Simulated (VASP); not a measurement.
# YAl2N3 (Amm2) in VASP: a series of runs

YAl2N3 is run at these levels: PBE; tasks: single point, relaxation of cell and atoms.

Program: VASP 6.6.1. These are calculated values, not measurements. Logs are shortened: lines on timing, memory, paths and dates and some standing lists are left out, and cuts for length are marked.

### Step 1. The cell of the first run

Symmetry: Amm2, No. 38, orthorhombic system. The conventional cell has a = 6.428 Å, b = 4.899 Å, c = 6.723 Å, α = 90.00°, β = 90.00°, γ = 90.00°. Y (site symmetry mm2) has 3 N at 2.49 to 2.60 Å and 4 Al at 3.10 Å within 3.3 Å. Al (site symmetry m) has 5 N at 2.12 to 2.75 Å and 1 Al at 2.61 Å within 2.8 Å. N (site symmetry m) has 1 N at 1.86 Å and 2 Al at 2.18 Å within 2.5 Å. N (site symmetry mm2) has 2 Al at 2.12 Å and 3 Y at 2.49 to 2.60 Å within 2.8 Å.

### Step 2. Single point, PBE

INCAR reads:

```
ALGO = Normal
EDIFF = 1E-6
ENCUT = 520
GGA = PE
ISIF = 2
ISMEAR = 0
LASPH = T
LCHARG = F
LREAL = F
LWAVE = F
NBANDS = 25
NELM = 80
PREC = Accurate
SIGMA = 0.1
```

KPOINTS reads:

```
k-points
0
Gamma
  4 4 4
```

POSCAR reads:

```
YAl2N3
1.0
    6.4276332400      0.0000000000      0.0000000000
    0.0000000000      2.4495525000      3.3615438400
    0.0000000000     -2.4495525000      3.3615438400
Y Al N
1 2 3
Direct
    0.0000000000      0.0678674200      0.0678674200
    0.2966840800      0.5609070500      0.5609070500
    0.7033159200      0.5609070500      0.5609070500
    0.5000000000      0.1510784700      0.5306206400
    0.5000000000      0.5306206400      0.1510784700
    0.0000000000      0.6974233900      0.6974233900
```

Potentials or basis: VASP PAW PBE potentials, release 64 (Y_sv, Al, N).

Launch:

```console
> cat potpaw_PBE.64/Y_sv/POTCAR potpaw_PBE.64/Al/POTCAR potpaw_PBE.64/N/POTCAR > POTCAR
> mpirun -np 1 vasp_std > vasp.out
```

OUTCAR:

```text
EDIFF = 1E-6
   ENCUT = 520
   GGA = PE
   ISIF = 2
   ISMEAR = 0
   LASPH = T
   LREAL = F
   NELM = 80
   PREC = Accurate

 ion  position               nearest neighbor table
   1  0.000  0.068  0.068-   6 2.49   6 2.60   6 2.60   2 3.10   3 3.10   2 3.10   3 3.10   3 3.82
                             2 3.82
   2  0.297  0.561  0.561-   6 2.12   5 2.18   4 2.18   3 2.61   1 3.10   1 3.10   1 3.82
   3  0.703  0.561  0.561-   6 2.12   5 2.18   4 2.18   2 2.61   1 3.10   1 3.10   1 3.82
   4  0.500  0.151  0.531-   2 2.18   3 2.18
   5  0.500  0.531  0.151-   2 2.18   3 2.18
   6  0.000  0.697  0.697-   2 2.12   3 2.12   1 2.49   1 2.60   1 2.60

  LATTYP: Found a base centered orthorhombic cell.
 ALAT       =     4.8991050000
 B/A-ratio  =     1.3723093667
 C/A-ratio  =     1.3120015268

  Lattice vectors:

 A1 = (   0.0000000000,   2.4495525000,  -3.3615438400)
 A2 = (   0.0000000000,   2.4495525000,   3.3615438400)
 A3 = (   6.4276332400,   0.0000000000,   0.0000000000)

Analysis of symmetry for initial positions (statically):
=====================================================================
 Subroutine PRICEL returns:
 Original cell was already a primitive cell.

 Routine SETGRP: Setting up the symmetry group for a
 base centered orthorhombic supercell.

 Subroutine GETGRP returns: Found  4 space group operations
 (whereof  4 operations were pure point group operations)
 out of a pool of  8 trial point group operations.

The static configuration has the point symmetry C_2v.

Analysis of symmetry for dynamics (positions and initial velocities):
=====================================================================
 Subroutine PRICEL returns:
 Original cell was already a primitive cell.

 Routine SETGRP: Setting up the symmetry group for a
 base centered orthorhombic supercell.

 Subroutine GETGRP returns: Found  4 space group operations
 (whereof  4 operations were pure point group operations)
 out of a pool of  8 trial point group operations.

The dynamic configuration has the point symmetry C_2v.

 Subroutine INISYM returns: Found  4 space group operations
 (whereof  4 operations are pure point group operations),
 and found     1 'primitive' translations

----------------------------------------------------------------------------------------

                                     Primitive cell

  volume of cell :     105.8538

  direct lattice vectors                    reciprocal lattice vectors
     6.427633240  0.000000000  0.000000000     0.155578261  0.000000000  0.000000000
     0.000000000  2.449552500  3.361543840     0.000000000  0.204118916  0.148741181
     0.000000000 -2.449552500  3.361543840     0.000000000 -0.204118916  0.148741181

  length of vectors
     6.427633240  4.159361061  4.159361061     0.155578261  0.252563795  0.252563795

  position of ions in fractional coordinates (direct lattice)
     0.000000000  0.067867420  0.067867420
     0.296684080  0.560907050  0.560907050
     0.703315920  0.560907050  0.560907050
     0.500000000  0.151078470  0.530620640
     0.500000000  0.530620640  0.151078470
     0.000000000  0.697423390  0.697423390

  ion indices of the primitive-cell ions
   primitive index   ion index
                 1           1
                 2           2
                 3           3
                 4           4
                 5           5
                 6           6

----------------------------------------------------------------------------------------

 KPOINTS: k-points

Automatic generation of k-mesh.
 Grid dimensions read from file:
 generate k-points for:    4    4    4

 Generating k-lattice:

  Cartesian coordinates                     Fractional coordinates (reciprocal lattice)
     0.038894565  0.000000000  0.000000000     0.250000000  0.000000000  0.000000000
     0.000000000  0.051029729  0.037185295     0.000000000  0.250000000  0.000000000
     0.000000000 -0.051029729  0.037185295     0.000000000  0.000000000  0.250000000

  Length of vectors
     0.038894565  0.063140949  0.063140949

  Shift w.r.t. Gamma in fractional coordinates (k-lattice)
     0.000000000  0.000000000  0.000000000

 Subroutine IBZKPT returns following result:
 ===========================================

 Found     21 irreducible k-points:

 Following reciprocal coordinates:
            Coordinates               Weight
  0.000000  0.000000  0.000000      1.000000
  0.250000  0.000000  0.000000      2.000000
  0.500000  0.000000  0.000000      1.000000
  0.000000  0.250000  0.000000      4.000000
  0.250000  0.250000  0.000000      8.000000
  0.500000  0.250000  0.000000      4.000000
[... 13 lines left out ...]
  0.250000  0.500000  0.500000      2.000000
  0.500000  0.500000  0.500000      1.000000
   k-points           NKPTS =     21   k-points in BZ     NKDIM =     21   number of bands    NBANDS=     25
   number of dos      NEDOS =    301   number of ions     NIONS =      6
   total plane-waves  NPLWV =  49152
   dimension x,y,z NGX =    48 NGY =   32 NGZ =   32
   dimension x,y,z NGXF=    96 NGYF=   64 NGZF=   64
   ions per type =               1   2   3
   NGX,Y,Z   is equivalent  to a cutoff of  12.41, 12.79, 12.79 a.u.
   NGXF,Y,Z  is equivalent  to a cutoff of  24.83, 25.58, 25.58 a.u.
 SYSTEM =  unknown system
   PREC   = accura    normal or accurate (medium, high low for compatibility)
   ISTART =      0    job   : 0-new  1-cont  2-samecut
   ICHARG =      2    charge: 1-file 2-atom 10-const
   ISPIN  =      1    spin polarized calculation?
   LNONCOLLINEAR =      F non collinear calculations
   LSORBIT =      F    spin-orbit coupling
   LASPH  =      T    aspherical Exc in radial PAW
   ENCUT  =  520.0 eV  38.22 Ry    6.18 a.u.  11.95  7.73  7.73*2*pi/ulx,y,z
   NELM   =     80;   NELMIN=  2; NELMDL= -5     # of ELM steps
   EDIFF  = 0.1E-05   stopping-criterion for ELM
   LREAL  =      F    real-space projection
   EDIFFG = 0.1E-04   stopping-criterion for IOM
   NSW    =      0    number of steps for IOM
   IBRION =     -1    ionic relax: 0-MD 1-quasi-New 2-CG
   NFREE  =      0    steps in history (QN), initial steepest desc. (CG)
   ISIF   =      2    stress and relaxation
   ISYM   =      2    0-nonsym 1-usesym 2-fastsym
   POTIM  = 0.5000    time-step for ionic-motion
   TEBEG  =    0.0;   TEEND  =   0.0 temperature during run
   PSTRESS=    0.0 pullay stress
   NELECT =      32.0000    total number of electrons
   NUPDOWN=      -1.0000    fix difference up-down
   EMIN   =  10.00;   EMAX   =-10.00  energy-range for DOS
   EFERMI =   0.00;   METHOD = LEGACY
   ISMEAR =     0;   SIGMA  =   0.10  broadening in eV -4-tet -1-fermi 0-gaus
   EFERMI_NEDOS =   21; number of points for ismear=-14 and -15
   IALGO  =     38    algorithm
   IMIX   =      4    mixing-type and parameters
     AMIX     =   0.40;   BMIX     =  1.00
     AMIX_MAG =   1.60;   BMIX_MAG =  1.00
  volume/ion in A,a.u.               =      17.64       119.06
  Fermi-wavevector in a.u.,A,eV,Ry     =   1.098726  2.076291 16.424928  1.207198
  Thomas-Fermi vector in A             =   2.235108
   LORBIT       =      0    0 simple, 1 ext, 2 COOP (PROOUT), +10 PAW based schemes
   GGA     = PE    functional components
   LHFCALC =     F    Hartree Fock is set to
   AEXX    =    0.0000 exact exchange contribution
   IVDW    =     0    specifies the selected vdW correction
   LEPSILON=     F    determine dielectric tensor
   LRPA    =     F    only Hartree local field effects (RPA)
 non-spin polarized calculation
 Gauss-broadening in eV      SIGMA  =   0.10
  energy-cutoff  :      520.00
  volume of cell :      105.85
 maximum number of plane-waves:      2872
 NGX is ok and might be reduce to    48
   NGX = 23   NGY = 15   NGZ = 15

 number of electron      31.9999999 magnetization

 Free energy of the ion-electron system (eV)
  ---------------------------------------------------
  ext. energy  EPLUGINS =         0.00000000
  ---------------------------------------------------
  free energy    TOTEN  =       -36.05785994 eV

  energy without entropy =      -36.04711150  energy(sigma->0) =      -36.05248572

 E-fermi :   4.1522     XC(G=0):  -9.4250

 val. band max:        4.0601556308   @ k =   0.0000   0.5000   0.0000
 cond. band min:       4.1726602760   @ k =   0.2500   0.5000   0.5000
 fundamental gap:      0.1125046452
 Fermi energy:         4.1521920820

 k-point     1 :       0.0000    0.0000    0.0000
  band No.  band energies     occupation
      1     -39.6210      2.00000
      2     -19.6750      2.00000
      3     -19.5450      2.00000
      4     -19.4836      2.00000
      5     -11.7766      2.00000
      6     -10.3690      2.00000
[... 17 lines left out ...]
     24       8.4406      0.00000
     25       9.1112      0.00000

 k-point     2 :       0.2500    0.0000    0.0000
  band No.  band energies     occupation
      1     -39.6210      2.00000
      2     -19.6753      2.00000
      3     -19.5450      2.00000
      4     -19.4836      2.00000
      5     -11.7568      2.00000
      6     -10.3981      2.00000
[... 17 lines left out ...]
     24       8.3111      0.00000
     25       8.9792      0.00000

 k-point     3 :       0.5000    0.0000    0.0000
  band No.  band energies     occupation
      1     -39.6210      2.00000
      2     -19.6756      2.00000
      3     -19.5450      2.00000
      4     -19.4836      2.00000
      5     -11.7362      2.00000
      6     -10.4281      2.00000
[... 17 lines left out ...]
     24       8.1185      0.00000
     25       8.8370      0.00000

 k-point     4 :       0.0000    0.2500    0.0000
  band No.  band energies     occupation
      1     -39.6191      2.00000
      2     -19.6702      2.00000
      3     -19.5905      2.00000
      4     -19.5002      2.00000
      5     -11.6185      2.00000
      6     -10.2201      2.00000
[... 17 lines left out ...]
     24       8.4157      0.00000
     25       8.9274      0.00000

 k-point     5 :       0.2500    0.2500    0.0000
  band No.  band energies     occupation
      1     -39.6191      2.00000
      2     -19.6704      2.00000
      3     -19.5904      2.00000
      4     -19.5002      2.00000
      5     -11.6067      2.00000
      6     -10.2357      2.00000
[... 17 lines left out ...]
     24       7.6845      0.00000
     25       8.6146      0.00000

 k-point     6 :       0.5000    0.2500    0.0000
  band No.  band energies     occupation
      1     -39.6191      2.00000
      2     -19.6707      2.00000
      3     -19.5904      2.00000
      4     -19.5002      2.00000
      5     -11.5945      2.00000
      6     -10.2516      2.00000
[... 17 lines left out ...]
     24       7.2692      0.00000
     25       8.5760      0.00000
[... 309 lines left out ...]
 k-point    18 :       0.5000   -0.2500    0.2500
  band No.  band energies     occupation
      1     -39.6172      2.00000
      2     -19.6657      2.00000
      3     -19.6182      2.00000
      4     -19.5333      2.00000
      5     -11.4380      2.00000
      6     -10.0849      2.00000
[... 17 lines left out ...]
     24       7.6266      0.00000
     25       8.3163      0.00000

 k-point    19 :       0.0000    0.5000    0.5000
  band No.  band energies     occupation
      1     -39.6143      2.00000
      2     -19.6603      2.00000
      3     -19.6004      2.00000
      4     -19.5893      2.00000
      5     -11.3666      2.00000
      6     -10.2084      2.00000
[... 17 lines left out ...]
     24       8.1716      0.00000
     25       8.5232      0.00000

 k-point    20 :       0.2500    0.5000    0.5000
  band No.  band energies     occupation
      1     -39.6143      2.00000
      2     -19.6604      2.00000
      3     -19.6004      2.00000
      4     -19.5893      2.00000
      5     -11.3669      2.00000
      6     -10.2050      2.00000
[... 17 lines left out ...]
     24       8.6037      0.00000
     25       8.6449      0.00000

 k-point    21 :       0.5000    0.5000    0.5000
  band No.  band energies     occupation
      1     -39.6143      2.00000
      2     -19.6605      2.00000
      3     -19.6003      2.00000
      4     -19.5893      2.00000
      5     -11.3671      2.00000
      6     -10.2016      2.00000
[... 17 lines left out ...]
     24       8.4039      0.00000
     25       9.1125      0.00000

------------------------ aborting loop because EDIFF is reached ----------------------------------------

  FORCE on cell =-STRESS in cart. coord.  units (eV):
  Direction    XX          YY          ZZ          XY          YZ          ZX
  --------------------------------------------------------------------------------------
  -------------------------------------------------------------------------------------
  Total       -9.0904003     -9.1422802    -15.9483200      0.0000000      0.0000000      0.0000000
  in kB     -137.5900333   -138.3752751   -241.3897960      0.0000000      0.0000000      0.0000000
  external PRESSURE =    -172.4517014 kB  Pullay stress =       0.0000000 kB

 VOLUME and BASIS-vectors are now :
 -----------------------------------------------------------------------------
  energy-cutoff  :      520.00
  volume of cell :      105.85
      direct lattice vectors                 reciprocal lattice vectors
     6.427633240  0.000000000  0.000000000     0.155578261  0.000000000  0.000000000
     0.000000000  2.449552500  3.361543840     0.000000000  0.204118916  0.148741181
     0.000000000 -2.449552500  3.361543840     0.000000000 -0.204118916  0.148741181

 POSITION                                       TOTAL-FORCE (eV/Angst)
 -----------------------------------------------------------------------------------
      0.00000      0.00000      0.45628         0.000000      0.000000     -0.441056
      1.90698      0.00000      3.77103         0.821146      0.000000     -0.251743
      4.52066      0.00000      3.77103        -0.821146      0.000000     -0.251743
      3.21382     -0.92971      2.29156         0.000000      1.200236      1.005562
      3.21382      0.92971      2.29156         0.000000     -1.200236      1.005562
      0.00000      0.00000      4.68884         0.000000      0.000000     -1.066581
 -----------------------------------------------------------------------------------
    total drift:                               -0.000000     -0.000000     -0.000501

  FREE ENERGIE OF THE ION-ELECTRON SYSTEM (eV)
  ---------------------------------------------------
  free  energy   TOTEN  =       -36.0578599446 eV

  energy  without entropy=      -36.0471114992  energy(sigma->0) =      -36.05248572
```

It took 42 s on 1 thread of Intel Xeon Platinum 8259CL at 2.50GHz (Skylake/Cascade Lake), shared host; peak memory 0.25 GiB.

Results:

| Quantity | Value |
| --- | --- |
| Free energy | -36.0579 eV |
| Pressure | -17.2 GPa |
| Largest force | 1.566 eV/Å |
| Band gap on the k mesh | zero (band 16 reaches 4.44 eV, above the bottom of band 17 at 3.76 eV) |

Forces in eV/Å, atoms in the order of the input:
```
Y    0.000  0.000 -0.441
Al   0.821  0.000 -0.252
Al  -0.821  0.000 -0.252
N    0.000  1.200  1.006
N    0.000 -1.200  1.006
N    0.000  0.000 -1.067
```

Stress tensor (GPa, compression positive):
```
-13.76   0.00   0.00
  0.00 -13.84   0.00
  0.00   0.00 -24.14
```

Caveat: the k points lie up to 0.40 Å⁻¹ apart; forces of over 1 eV/Å act on the atoms, so gaps and moduli don't describe the material at rest.

[end of part 1 of 2]
